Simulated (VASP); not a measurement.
# LiNbO3 (R3c) in VASP: single point with PBE

Aim: the single point of LiNbO3 with PBE.

Everything below comes from runs of VASP 6.6.1. Logs are shortened: lines on timing, memory, paths and dates and some standing lists are left out, and cuts for length are marked.

### Step 1. The cell of the first run

It takes space group R3c (No. 161, trigonal). The conventional cell has a = 5.254 Å, b = 5.254 Å, c = 13.876 Å, α = 90.00°, β = 90.00°, γ = 120.00°. Li (site symmetry 3) has 6 O at 2.12 to 2.27 Å within 2.8 Å. Nb (site symmetry 3) has 6 O at 1.89 to 2.16 Å within 2.5 Å. Within 2.5 Å of O (site symmetry 1) lie 2 Nb at 1.89 to 2.16 Å and 2 Li at 2.12 to 2.27 Å.

### Step 2. Single point, PBE

Input file INCAR:

```
SYSTEM = LiNbO3
PREC = Accurate
ENCUT = 520
EDIFF = 1E-6
ISMEAR = 0
SIGMA = 0.01
LREAL = .False.
LASPH = .True.
NELM = 100
ALGO = Normal
ISIF = 2
LWAVE = .False.
LCHARG = .True.
GGA = PE
LELF = .True.
LVHAR = .True.
NBANDS = 45
```

Input file KPOINTS:

```
Automatic mesh
0
Gamma
  5 5 5
  0 0 0
```

Input file POSCAR:

```
LiNbO3
1.0
    2.6270998535      1.5167568076      4.6253000000
   -2.6270998535      1.5167568076      4.6253000000
    0.0000000000     -3.0335136152      4.6253000000
Li Nb O
2 2 6
Direct
    0.2966434837      0.2966434837      0.2966434837
    0.7966434837      0.7966434837      0.7966434837
    0.0163901499      0.0163901499      0.0163901499
    0.5163901499      0.5163901499      0.5163901499
    0.1305473119      0.3689199554      0.7376990992
    0.7376990992      0.1305473119      0.3689199554
    0.3689199554      0.7376990992      0.1305473119
    0.2376990992      0.8689199554      0.6305473119
    0.8689199554      0.6305473119      0.2376990992
    0.6305473119      0.2376990992      0.8689199554
```

Potentials or basis: VASP PAW PBE potentials, release 64 (Li_sv, Nb_sv, O).

On the command line:

```
$ cat potpaw_PBE.64/Li_sv/POTCAR potpaw_PBE.64/Nb_sv/POTCAR potpaw_PBE.64/O/POTCAR > POTCAR
$ mpirun -np 1 vasp_std > vasp.out
```

OUTCAR:

```text
SYSTEM = LiNbO3
   PREC = Accurate
   ENCUT = 520
   EDIFF = 1E-6
   ISMEAR = 0
   LREAL = .False.
   LASPH = .True.
   NELM = 100
   ISIF = 2
   GGA = PE

 ion  position               nearest neighbor table
   1  0.297  0.297  0.297-   8 2.12  10 2.12   9 2.12   5 2.27   7 2.27   6 2.27
   2  0.797  0.797  0.797-   7 2.12   6 2.12   5 2.12   9 2.27   8 2.27  10 2.27
   3  0.016  0.016  0.016-   5 1.89   6 1.89   7 1.89   9 2.16   8 2.16  10 2.16
   4  0.516  0.516  0.516-   9 1.89  10 1.89   8 1.89   5 2.16   7 2.16   6 2.16
   5  0.131  0.369  0.738-   3 1.89   2 2.12   4 2.16   1 2.27
   6  0.738  0.131  0.369-   3 1.89   2 2.12   4 2.16   1 2.27
   7  0.369  0.738  0.131-   3 1.89   2 2.12   4 2.16   1 2.27
   8  0.238  0.869  0.631-   4 1.89   1 2.12   3 2.16   2 2.27
   9  0.869  0.631  0.238-   4 1.89   1 2.12   3 2.16   2 2.27
  10  0.631  0.238  0.869-   4 1.89   1 2.12   3 2.16   2 2.27

  LATTYP: Found a trigonal (rhomboedric) cell.
 ALAT       =     5.5313294011
 COS(alpha) =     0.5488467280

  Lattice vectors:

 A1 = (   2.6270998535,   1.5167568076,   4.6253000000)
 A2 = (  -2.6270998535,   1.5167568076,   4.6253000000)
 A3 = (   0.0000000000,  -3.0335136152,   4.6253000000)

Analysis of symmetry for initial positions (statically):
=====================================================================
 Subroutine PRICEL returns:
 Original cell was already a primitive cell.

 Routine SETGRP: Setting up the symmetry group for a
 trigonal (rhombohedral) supercell.

 Subroutine GETGRP returns: Found  6 space group operations
 (whereof  3 operations were pure point group operations)
 out of a pool of 12 trial point group operations.

The static configuration has the point symmetry C_3 .
 The point group associated with its full space group is C_3v.

Analysis of symmetry for dynamics (positions and initial velocities):
=====================================================================
 Subroutine PRICEL returns:
 Original cell was already a primitive cell.

 Routine SETGRP: Setting up the symmetry group for a
 trigonal (rhombohedral) supercell.

 Subroutine GETGRP returns: Found  6 space group operations
 (whereof  3 operations were pure point group operations)
 out of a pool of 12 trial point group operations.

The dynamic configuration has the point symmetry C_3 .
 The point group associated with its full space group is C_3v.

 Subroutine INISYM returns: Found  6 space group operations
 (whereof  3 operations are pure point group operations),
 and found     1 'primitive' translations

----------------------------------------------------------------------------------------

                                     Primitive cell

  volume of cell :     110.5818

  direct lattice vectors                    reciprocal lattice vectors
     2.627099853  1.516756808  4.625300000     0.190323942  0.109883579  0.072067397
    -2.627099853  1.516756808  4.625300000    -0.190323942  0.109883579  0.072067397
     0.000000000 -3.033513615  4.625300000     0.000000000 -0.219767158  0.072067397

  length of vectors
     5.531329401  5.531329401  5.531329401     0.231281892  0.231281892  0.231281892

  position of ions in fractional coordinates (direct lattice)
     0.296643484  0.296643484  0.296643484
     0.796643484  0.796643484  0.796643484
     0.016390150  0.016390150  0.016390150
     0.516390150  0.516390150  0.516390150
     0.130547312  0.368919955  0.737699099
     0.737699099  0.130547312  0.368919955
     0.368919955  0.737699099  0.130547312
     0.237699099  0.868919955  0.630547312
     0.868919955  0.630547312  0.237699099
     0.630547312  0.237699099  0.868919955

  ion indices of the primitive-cell ions
   primitive index   ion index
                 1           1
                 2           2
                 3           3
                 4           4
                 5           5
                 6           6
                 7           7
                 8           8
                 9           9
                10          10

----------------------------------------------------------------------------------------

 KPOINTS: Automatic mesh

Automatic generation of k-mesh.
 Grid dimensions read from file:
 generate k-points for:    5    5    5

 Generating k-lattice:

  Cartesian coordinates                     Fractional coordinates (reciprocal lattice)
     0.038064788  0.021976716  0.014413479     0.200000000 -0.000000000  0.000000000
    -0.038064788  0.021976716  0.014413479    -0.000000000  0.200000000  0.000000000
     0.000000000 -0.043953432  0.014413479     0.000000000  0.000000000  0.200000000

  Length of vectors
     0.046256378  0.046256378  0.046256378

  Shift w.r.t. Gamma in fractional coordinates (k-lattice)
     0.000000000  0.000000000  0.000000000

 Subroutine IBZKPT returns following result:
 ===========================================

 Found     19 irreducible k-points:

 Following reciprocal coordinates:
            Coordinates               Weight
  0.000000  0.000000  0.000000      1.000000
  0.200000  0.000000 -0.000000      6.000000
  0.400000 -0.000000  0.000000      6.000000
  0.200000  0.200000  0.000000      6.000000
  0.400000  0.200000  0.000000     12.000000
 -0.400000  0.200000  0.000000     12.000000
[... 11 lines left out ...]
  0.400000  0.400000  0.400000      2.000000
 -0.400000  0.400000  0.400000      6.000000
   k-points           NKPTS =     19   k-points in BZ     NKDIM =     19   number of bands    NBANDS=     45
   number of dos      NEDOS =    301   number of ions     NIONS =     10
   total plane-waves  NPLWV =  74088
   dimension x,y,z NGX =    42 NGY =   42 NGZ =   42
   dimension x,y,z NGXF=    84 NGYF=   84 NGZF=   84
   ions per type =               2   2   6
   NGX,Y,Z   is equivalent  to a cutoff of  12.62, 12.62, 12.62 a.u.
   NGXF,Y,Z  is equivalent  to a cutoff of  25.25, 25.25, 25.25 a.u.
 SYSTEM =  LiNbO3
   PREC   = accura    normal or accurate (medium, high low for compatibility)
   ISTART =      0    job   : 0-new  1-cont  2-samecut
   ICHARG =      2    charge: 1-file 2-atom 10-const
   ISPIN  =      1    spin polarized calculation?
   LNONCOLLINEAR =      F non collinear calculations
   LSORBIT =      F    spin-orbit coupling
   LASPH  =      T    aspherical Exc in radial PAW
   ENCUT  =  520.0 eV  38.22 Ry    6.18 a.u.  10.28 10.28 10.28*2*pi/ulx,y,z
   NELM   =    100;   NELMIN=  2; NELMDL= -5     # of ELM steps
   EDIFF  = 0.1E-05   stopping-criterion for ELM
   LREAL  =      F    real-space projection
   EDIFFG = 0.1E-04   stopping-criterion for IOM
   NSW    =      0    number of steps for IOM
   IBRION =     -1    ionic relax: 0-MD 1-quasi-New 2-CG
   NFREE  =      0    steps in history (QN), initial steepest desc. (CG)
   ISIF   =      2    stress and relaxation
   ISYM   =      2    0-nonsym 1-usesym 2-fastsym
   POTIM  = 0.5000    time-step for ionic-motion
   TEBEG  =    0.0;   TEEND  =   0.0 temperature during run
   PSTRESS=    0.0 pullay stress
   NELECT =      68.0000    total number of electrons
   NUPDOWN=      -1.0000    fix difference up-down
   EMIN   =  10.00;   EMAX   =-10.00  energy-range for DOS
   EFERMI =   0.00;   METHOD = LEGACY
   ISMEAR =     0;   SIGMA  =   0.01  broadening in eV -4-tet -1-fermi 0-gaus
   EFERMI_NEDOS =   21; number of points for ismear=-14 and -15
   IALGO  =     38    algorithm
   IMIX   =      4    mixing-type and parameters
     AMIX     =   0.40;   BMIX     =  1.00
     AMIX_MAG =   1.60;   BMIX_MAG =  1.00
  volume/ion in A,a.u.               =      11.06        74.62
  Fermi-wavevector in a.u.,A,eV,Ry     =   1.392141  2.630765 26.368862  1.938057
  Thomas-Fermi vector in A             =   2.515912
   LORBIT       =      0    0 simple, 1 ext, 2 COOP (PROOUT), +10 PAW based schemes
   GGA     = PE    functional components
   LHFCALC =     F    Hartree Fock is set to
   AEXX    =    0.0000 exact exchange contribution
   IVDW    =     0    specifies the selected vdW correction
   LEPSILON=     F    determine dielectric tensor
   LRPA    =     F    only Hartree local field effects (RPA)
 non-spin polarized calculation
 Gauss-broadening in eV      SIGMA  =   0.01
  energy-cutoff  :      520.00
  volume of cell :      110.58
 maximum number of plane-waves:      2992
 NGX is ok and might be reduce to    42
   NGX = 21   NGY = 21   NGZ = 21

 number of electron      67.9999993 magnetization

 Free energy of the ion-electron system (eV)
  ---------------------------------------------------
  ext. energy  EPLUGINS =         0.00000000
  ---------------------------------------------------
  free energy    TOTEN  =       -80.02074431 eV

  energy without entropy =      -80.02074431  energy(sigma->0) =      -80.02074431

 E-fermi :   3.4136     XC(G=0): -10.5846

 val. band max:        3.2060210455   @ k =   0.0000   0.0000   0.0000
 cond. band min:       6.7218029159   @ k =  -0.4000   0.4000   0.0000
 fundamental gap:      3.5157818704
 Fermi energy:         3.4135858455

 k-point     1 :       0.0000    0.0000    0.0000
  band No.  band energies     occupation
      1     -51.0404      2.00000
      2     -51.0277      2.00000
      3     -39.5979      2.00000
      4     -39.5958      2.00000
      5     -27.3049      2.00000
      6     -27.3049      2.00000
[... 37 lines left out ...]
     44      12.9197      0.00000
     45      12.9577      0.00000

 k-point     2 :       0.2000    0.0000   -0.0000
  band No.  band energies     occupation
      1     -51.0391      2.00000
      2     -51.0289      2.00000
      3     -39.5977      2.00000
      4     -39.5961      2.00000
      5     -27.2934      2.00000
      6     -27.2920      2.00000
[... 808 lines left out ...]
 k-point    19 :      -0.4000    0.4000    0.4000
  band No.  band energies     occupation
      1     -51.0344      2.00000
      2     -51.0336      2.00000
      3     -39.5969      2.00000
      4     -39.5968      2.00000
      5     -27.2872      2.00000
      6     -27.2619      2.00000
[... 37 lines left out ...]
     44      11.9656      0.00000
     45      12.4306      0.00000

------------------------ aborting loop because EDIFF is reached ----------------------------------------

  FORCE on cell =-STRESS in cart. coord.  units (eV):
  Direction    XX          YY          ZZ          XY          YZ          ZX
  --------------------------------------------------------------------------------------
  -------------------------------------------------------------------------------------
  Total       -1.7725011     -1.7725011      0.2801623      0.0000000      0.0000000      0.0000000
  in kB      -25.6810866    -25.6810866      4.0591637      0.0000000      0.0000000      0.0000000
  external PRESSURE =     -15.7676698 kB  Pullay stress =       0.0000000 kB

 VOLUME and BASIS-vectors are now :
 -----------------------------------------------------------------------------
  energy-cutoff  :      520.00
  volume of cell :      110.58
      direct lattice vectors                 reciprocal lattice vectors
     2.627099853  1.516756808  4.625300000     0.190323942  0.109883579  0.072067397
    -2.627099853  1.516756808  4.625300000    -0.190323942  0.109883579  0.072067397
     0.000000000 -3.033513615  4.625300000     0.000000000 -0.219767158  0.072067397

 POSITION                                       TOTAL-FORCE (eV/Angst)
 -----------------------------------------------------------------------------------
      0.00000      0.00000      4.11620        -0.000000      0.000000      0.001179
      0.00000      0.00000     11.05415        -0.000000      0.000000      0.001179
      0.00000      0.00000      0.22743        -0.000000      0.000000     -0.025546
      0.00000      0.00000      7.16538        -0.000000      0.000000     -0.025546
     -0.62623     -1.48025      5.72227         0.007499      0.001092      0.008122
      1.59505      0.19779      5.72227        -0.004695      0.005948      0.008122
     -0.96882      1.28245      5.72227        -0.002804     -0.007040      0.008122
     -1.65828     -0.23430      8.03492         0.002804     -0.007040      0.008122
      0.62623      1.55326      8.03492        -0.007499      0.001092      0.008122
      1.03205     -1.31896      8.03492         0.004695      0.005948      0.008122
 -----------------------------------------------------------------------------------
    total drift:                                0.000000     -0.000000     -0.001225

  FREE ENERGIE OF THE ION-ELECTRON SYSTEM (eV)
  ---------------------------------------------------
  free  energy   TOTEN  =       -80.0207443110 eV

  energy  without entropy=      -80.0207443110  energy(sigma->0) =      -80.02074431
```

Run time: 2.6 min. Hardware: 1 thread of AMD EPYC 7R13 (Zen 3), shared host; peak memory 0.26 GiB.

What came out:

| Quantity | Value |
| --- | --- |
| Free energy | -80.0207 eV |
| Largest force | 0.026 eV/Å |
| Band gap on the k mesh | 3.52 eV, indirect (least direct gap 3.55 eV) |

Forces on the atoms (eV/Å):
```
Li   0.000  0.000  0.001
Li   0.000  0.000  0.001
Nb   0.000  0.000 -0.026
Nb   0.000  0.000 -0.026
O    0.007  0.001  0.008
O   -0.005  0.006  0.008
O   -0.003 -0.007  0.008
O    0.003 -0.007  0.008
O   -0.007  0.001  0.008
O    0.005  0.006  0.008
```

Caveat: the cutoff is under 1.25 times the usual one of these potentials, so pressure, stress and relaxed cells hold a basis-set (Pulay) error.
